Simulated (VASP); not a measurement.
# B in VASP: single point with PBE

Aim: the single point of B with PBE.

Everything below comes from runs of VASP 6.6.1. Logs are shortened: lines on timing, memory, paths and dates and some standing lists are left out, and cuts for length are marked.

### Step 1. The cell of the first run

The typed cell holds 4 atoms: a = 3.760 Å, b = 3.760 Å, c = 3.760 Å, α = 131.40°, β = 95.08°, γ = 104.48°.

The cell was built from a structure type or drawn by symmetry, and may not be a known phase.

### Step 2. Single point, PBE

Input file INCAR:

```
SYSTEM = B
  ALGO = Fast
  EDIFF = 1E-6
  ENCUT = 520
  GGA = PE
  ISIF = 2
  ISMEAR = 0
  LASPH = .True.
  LCHARG = .True.
  LELF = .True.
  LREAL = .False.
  LVHAR = .True.
  LWAVE = .False.
  NBANDS = 14
  NELM = 100
  PREC = Accurate
  SIGMA = 0.1
```

Input file KPOINTS:

```
k-points
0
Gamma
  18 18 18
  0 0 0
```

Input file POSCAR:

```
B
1.0
   -1.5471099254      2.5381611092      2.3023632968
    1.5471099254     -2.5381611092      2.3023632968
    1.5471099254      2.5381611092     -2.3023632968
B
4
Direct
    0.0561221414      0.2518505706      0.8042715708
    0.4475789998      0.2518505706      0.1957284292
    0.3125664441      0.6168660469      0.6957003972
    0.9211656497      0.6168660469      0.3042996028
```

Potentials or basis: VASP PAW PBE potentials, release 64 (B).

Launch:

```sh
$ cat potpaw_PBE.64/B/POTCAR > POTCAR
$ mpirun -np 1 vasp_std > vasp.out
```

OUTCAR:

```text
SYSTEM = B
   EDIFF = 1E-6
   ENCUT = 520
   GGA = PE
   ISIF = 2
   ISMEAR = 0
   LASPH = .True.
   LREAL = .False.
   NELM = 100
   PREC = Accurate

 ion  position               nearest neighbor table
   1  0.056  0.252  0.804-   4 1.67   4 1.67   3 1.77   2 1.99
   2  0.448  0.252  0.196-   3 1.67   3 1.67   4 1.77   1 1.99
   3  0.313  0.617  0.696-   2 1.67   2 1.67   1 1.77   4 1.99
   4  0.921  0.617  0.304-   1 1.67   1 1.67   2 1.77   3 1.99

  LATTYP: Found a body centered orthorhombic cell.
 ALAT       =     3.0942198508
 B/A-ratio  =     1.4881704648
 C/A-ratio  =     1.6405822673

  Lattice vectors:

 A1 = (   1.5471099254,  -2.5381611092,  -2.3023632968)
 A2 = (  -1.5471099254,  -2.5381611092,   2.3023632968)
 A3 = (  -1.5471099254,   2.5381611092,  -2.3023632968)

Analysis of symmetry for initial positions (statically):
=====================================================================
 Subroutine PRICEL returns:
 Original cell was already a primitive cell.

 Routine SETGRP: Setting up the symmetry group for a
 body centered orthorhombic supercell.

 Subroutine GETGRP returns: Found  4 space group operations
 (whereof  4 operations were pure point group operations)
 out of a pool of  8 trial point group operations.

The static configuration has the point symmetry C_2v.

Analysis of symmetry for dynamics (positions and initial velocities):
=====================================================================
 Subroutine PRICEL returns:
 Original cell was already a primitive cell.

 Routine SETGRP: Setting up the symmetry group for a
 body centered orthorhombic supercell.

 Subroutine GETGRP returns: Found  4 space group operations
 (whereof  4 operations were pure point group operations)
 out of a pool of  8 trial point group operations.

The dynamic configuration has the point symmetry C_2v.

 Subroutine INISYM returns: Found  4 space group operations
 (whereof  4 operations are pure point group operations),
 and found     1 'primitive' translations

----------------------------------------------------------------------------------------

                                     Primitive cell

  volume of cell :      36.1638

  direct lattice vectors                    reciprocal lattice vectors
    -1.547109925  2.538161109  2.302363297     0.000000000  0.196993011  0.217168160
     1.547109925 -2.538161109  2.302363297     0.323183241  0.000000000  0.217168160
     1.547109925  2.538161109 -2.302363297     0.323183241  0.196993011  0.000000000

  length of vectors
     3.759878680  3.759878680  3.759878680     0.293203438  0.389370539  0.378488644

  position of ions in fractional coordinates (direct lattice)
     0.056122141  0.251850571  0.804271571
     0.447579000  0.251850571  0.195728429
     0.312566444  0.616866047  0.695700397
     0.921165650  0.616866047  0.304299603

  ion indices of the primitive-cell ions
   primitive index   ion index
                 1           1
                 2           2
                 3           3
                 4           4

----------------------------------------------------------------------------------------

 KPOINTS: k-points

Automatic generation of k-mesh.
 Grid dimensions read from file:
 generate k-points for:   18   18   18

 Generating k-lattice:

  Cartesian coordinates                     Fractional coordinates (reciprocal lattice)
     0.000000000  0.010944056  0.012064898     0.055555556  0.000000000  0.000000000
     0.017954625  0.000000000  0.012064898     0.000000000  0.055555556  0.000000000
     0.017954625  0.010944056  0.000000000     0.000000000  0.000000000  0.055555556

  Length of vectors
     0.016289080  0.021631697  0.021027147

  Shift w.r.t. Gamma in fractional coordinates (k-lattice)
     0.000000000  0.000000000  0.000000000

 Subroutine IBZKPT returns following result:
 ===========================================

 Found    865 irreducible k-points:

 Following reciprocal coordinates:
            Coordinates               Weight
  0.000000  0.000000  0.000000      1.000000
  0.055556 -0.000000  0.000000      4.000000
  0.111111 -0.000000  0.000000      4.000000
  0.166667  0.000000  0.000000      4.000000
  0.222222  0.000000  0.000000      4.000000
  0.277778 -0.000000  0.000000      4.000000
[... 16 lines left out ...]
 -0.333333  0.055556 -0.000000      8.000000
 -0.277778  0.055556 -0.000000      8.000000
 [... further k-points ...]
   k-points           NKPTS =    865   k-points in BZ     NKDIM =    865   number of bands    NBANDS=     14
   number of dos      NEDOS =    301   number of ions     NIONS =      4
   total plane-waves  NPLWV =  21952
   dimension x,y,z NGX =    28 NGY =   28 NGZ =   28
   dimension x,y,z NGXF=    56 NGYF=   56 NGZF=   56
   ions per type =               4
   NGX,Y,Z   is equivalent  to a cutoff of  12.38, 12.38, 12.38 a.u.
   NGXF,Y,Z  is equivalent  to a cutoff of  24.76, 24.76, 24.76 a.u.
 SYSTEM =  B
   PREC   = accura    normal or accurate (medium, high low for compatibility)
   ISTART =      0    job   : 0-new  1-cont  2-samecut
   ICHARG =      2    charge: 1-file 2-atom 10-const
   ISPIN  =      1    spin polarized calculation?
   LNONCOLLINEAR =      F non collinear calculations
   LSORBIT =      F    spin-orbit coupling
   LASPH  =      T    aspherical Exc in radial PAW
   ENCUT  =  520.0 eV  38.22 Ry    6.18 a.u.   6.99  6.99  6.99*2*pi/ulx,y,z
   NELM   =    100;   NELMIN=  2; NELMDL= -5     # of ELM steps
   EDIFF  = 0.1E-05   stopping-criterion for ELM
   LREAL  =      F    real-space projection
   EDIFFG = 0.1E-04   stopping-criterion for IOM
   NSW    =      0    number of steps for IOM
   IBRION =     -1    ionic relax: 0-MD 1-quasi-New 2-CG
   NFREE  =      0    steps in history (QN), initial steepest desc. (CG)
   ISIF   =      2    stress and relaxation
   ISYM   =      2    0-nonsym 1-usesym 2-fastsym
   POTIM  = 0.5000    time-step for ionic-motion
   TEBEG  =    0.0;   TEEND  =   0.0 temperature during run
   PSTRESS=    0.0 pullay stress
   NELECT =      12.0000    total number of electrons
   NUPDOWN=      -1.0000    fix difference up-down
   EMIN   =  10.00;   EMAX   =-10.00  energy-range for DOS
   EFERMI =   0.00;   METHOD = LEGACY
   ISMEAR =     0;   SIGMA  =   0.10  broadening in eV -4-tet -1-fermi 0-gaus
   EFERMI_NEDOS =   21; number of points for ismear=-14 and -15
   IALGO  =     68    algorithm
   IMIX   =      4    mixing-type and parameters
     AMIX     =   0.40;   BMIX     =  1.00
     AMIX_MAG =   1.60;   BMIX_MAG =  1.00
  volume/ion in A,a.u.               =       9.04        61.01
  Fermi-wavevector in a.u.,A,eV,Ry     =   1.133384  2.141786 17.477498  1.284560
  Thomas-Fermi vector in A             =   2.270087
   LORBIT       =      0    0 simple, 1 ext, 2 COOP (PROOUT), +10 PAW based schemes
   GGA     = PE    functional components
   LHFCALC =     F    Hartree Fock is set to
   AEXX    =    0.0000 exact exchange contribution
   IVDW    =     0    specifies the selected vdW correction
   LEPSILON=     F    determine dielectric tensor
   LRPA    =     F    only Hartree local field effects (RPA)
 non-spin polarized calculation
 RMM-DIIS sequential band-by-band and
 Gauss-broadening in eV      SIGMA  =   0.10
  energy-cutoff  :      520.00
  volume of cell :       36.16
 maximum number of plane-waves:       998
   NGX = 13   NGY = 13   NGZ = 13

 number of electron      12.0000000 magnetization

 Free energy of the ion-electron system (eV)
  ---------------------------------------------------
  ext. energy  EPLUGINS =         0.00000000
  ---------------------------------------------------
  free energy    TOTEN  =       -23.40677907 eV

  energy without entropy =      -23.40083646  energy(sigma->0) =      -23.40380777

 E-fermi :   3.4692     XC(G=0): -10.6587

 val. band max:        3.4654014285   @ k =  -0.3889  -0.2222   0.2222
 cond. band min:       3.4745159822   @ k =  -0.3889  -0.3333   0.2222
 fundamental gap:      0.0091145536
 Fermi energy:         3.4691948269

 k-point     1 :       0.0000    0.0000    0.0000
  band No.  band energies     occupation
      1      -9.5127      2.00000
      2      -0.6577      2.00000
      3      -0.2777      2.00000
      4       0.5532      2.00000
      5       1.9961      2.00000
      6       2.2132      2.00000
      7       3.8474      0.00000
      8       6.5918      0.00000
      9       8.7746      0.00000
     10       9.3749      0.00000
     11      11.6081      0.00000
     12      12.4850      0.00000
     13      14.9993      0.00000
     14      15.7392      0.00000

 k-point     2 :       0.0556   -0.0000    0.0000
  band No.  band energies     occupation
      1      -9.4836      2.00000
      2      -1.0879      2.00000
      3      -0.0655      2.00000
      4       0.6662      2.00000
      5       1.8875      2.00000
      6       2.3068      2.00000
      7       4.0109      0.00000
      8       6.5334      0.00000
      9       8.7105      0.00000
     10       9.3518      0.00000
     11      11.6108      0.00000
     12      12.5459      0.00000
     13      15.0634      0.00000
     14      15.8361      0.00000
[... 343 lines left out ...]
      1      -8.6438      2.00000
      2      -4.2325      2.00000
      3       0.3535      2.00000
      4       0.8767      2.00000
      5       1.9631      2.00000
      6       2.6885      2.00000
      7       5.1373      0.00000
      8       6.2499      0.00000
      9       8.0874      0.00000
     10       9.4668      0.00000
     11      11.4272      0.00000
     12      14.0993      0.00000
     13      16.2955      0.00000
     14      16.7164      0.00000

 k-point    24 :      -0.2778    0.0556   -0.0000
  band No.  band energies     occupation
      1      -8.9073      2.00000
      2      -3.5351      2.00000
      3       0.2349      2.00000
      4       1.0049      2.00000
      5       1.7137      2.00000
      6       2.6519      2.00000
      7       5.4126      0.00000
      8       6.0299      0.00000
      9       8.0023      0.00000
     10       9.3696      0.00000
     11      11.5830      0.00000
     12      13.6006      0.00000
     13      15.7342      0.00000
     14      16.6123      0.00000

 [... further k-points ...]

------------------------ aborting loop because EDIFF is reached ----------------------------------------

  FORCE on cell =-STRESS in cart. coord.  units (eV):
  Direction    XX          YY          ZZ          XY          YZ          ZX
  --------------------------------------------------------------------------------------
  -------------------------------------------------------------------------------------
  Total        0.0071547     -0.0089041     -0.0033366      0.0000000      0.0000000      0.0000000
  in kB        0.3169783     -0.3944799     -0.1478204      0.0000000      0.0000000      0.0000000
  external PRESSURE =      -0.0751073 kB  Pullay stress =       0.0000000 kB

 VOLUME and BASIS-vectors are now :
 -----------------------------------------------------------------------------
  energy-cutoff  :      520.00
  volume of cell :       36.16
      direct lattice vectors                 reciprocal lattice vectors
    -1.547109925  2.538161109  2.302363297     0.000000000  0.196993011  0.217168160
     1.547109925 -2.538161109  2.302363297     0.323183241  0.000000000  0.217168160
     1.547109925  2.538161109 -2.302363297     0.323183241  0.196993011  0.000000000

 POSITION                                       TOTAL-FORCE (eV/Angst)
 -----------------------------------------------------------------------------------
      1.54711      1.54458     -1.14266         0.000000     -0.001116      0.003033
      0.00000      0.99358      1.15970         0.000000      0.001116      0.003033
      1.54711      0.99344      0.53814         0.000000      0.001174     -0.003033
     -0.00000      1.54472      2.84050        -0.000000     -0.001174     -0.003033
 -----------------------------------------------------------------------------------
    total drift:                               -0.000000     -0.000000     -0.000016

  FREE ENERGIE OF THE ION-ELECTRON SYSTEM (eV)
  ---------------------------------------------------
  free  energy   TOTEN  =       -23.4067790690 eV

  energy  without entropy=      -23.4008364649  energy(sigma->0) =      -23.40380777
```

It took 2.9 min on 1 thread of Intel Xeon 6975P-C (Granite Rapids), shared host; peak memory 0.41 GiB.

Results:

- Free energy: -23.4068 eV
- Pressure: 0.0 GPa
- Largest force: 0.003 eV/Å
- Band gap on the k mesh: zero (bands 6 and 7 overlap by 2.42 eV)

Forces on the atoms (eV/Å):
```
B    0.000 -0.001  0.003
B    0.000  0.001  0.003
B    0.000  0.001 -0.003
B    0.000 -0.001 -0.003
```
